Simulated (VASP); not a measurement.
Na2Be:

```
Na Be
1.0
     5.05085    0.00000    0.00000
    -2.52542    4.37416    0.00000
     0.00000    0.00000    3.00607
Na Be
2 1
Direct
  0.33333 0.66667 0.50000
  0.66667 0.33333 0.50000
  0.00000 0.00000 0.00000
```

* Program: VASP 6.6.1
* Task: relaxation of cell and atoms
* Functional: PBE
* Potentials or basis: VASP PAW PBE potentials, release 64 (Na_pv, Be)
* Cutoff: 600 eV
* k mesh: 12 × 12 × 16
* Occupations: gaussian, width 0.1 eV
* Spin: no spin polarisation

At the start: pressure -0.1 GPa; volume 22.14 Å³/atom.

Where does the relaxation end?

Over 9 steps the energy falls by 15.9 meV/atom and the volume is 21.37 Å³/atom (-3.5 %); space group P6/mmm (No. 191, to 0.1 Å) before and after.

The path:
```tsv
step	energy change (eV)	largest force (eV/Å)	pressure (GPa)	volume (Å³)
1	0.0000	0.0000	-0.05	66.41
2	-0.0107	0.0000	-0.07	66.34
3	-0.0330	0.0000	-0.24	66.04
4	-0.0362	0.0000	-0.43	65.09
5	-0.0448	0.0000	-0.40	65.69
6	-0.0457	0.0000	-0.42	65.53
7	-0.0457	0.0000	-0.41	65.57
8	-0.0476	0.0000	-0.08	64.35
9	-0.0476	0.0000	-0.03	64.11
```

Final structure:
```
Na Be
1.0
     5.21396    0.00000    0.00000
    -2.60698    4.51542    0.00000
     0.00000    0.00000    2.72315
Na Be
2 1
Direct
  0.33333 0.66667 0.50000
  0.66667 0.33333 0.50000
  0.00000 0.00000 0.00000
```
